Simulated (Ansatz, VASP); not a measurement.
## Al: VASP beside Ansatz

```xyz
4
Lattice="-1.6175 1.6175 -1.6175 -1.6175 -1.6175 1.6175 -0.6470 6.4698 6.4698" Properties=species:S:1:pos:R:3 pbc="T T T"
Al    0.0000    5.6611    5.6611
Al   -1.6175    0.8087    0.8087
Al    0.0000    2.4262    2.4262
Al   -1.6175    4.0437    4.0437
```

Alike in both runs: task single point; functional PBE; k mesh 16 × 16 × 5; occupations gaussian, width 0.15 eV; no spin polarisation.

```csv
,VASP,Ansatz
version,VASP 6.6.1,Ansatz 0.2.0
potentials or method,"VASP PAW PBE potentials, release 64 (Al), cutoff 520 eV","scalar-relativistic, plane waves, PAW"
valence electrons in the cell,12,12
```

Ansatz gave:

| Item | Value |
| --- | --- |
| gap on the k mesh at the Fermi level (eV) | none |
| pressure (GPa) | 1.5 |
| traceless stress, the component that is largest in VASP (GPa) | 1.89 |
| rms of the force components (eV/Å) | 0.392 |

**Question.** What did VASP give for the same quantities?

**Answer.** gap on the k mesh at the Fermi level (eV): none; pressure (GPa): 1.5; traceless stress, the component that is largest in VASP (GPa): 1.90; rms of the force components (eV/Å): 0.393.

Atom by atom the forces differ by 0.001 eV/Å (rms over components). A gap of «none» marks a metal or a gap that the smearing closes.
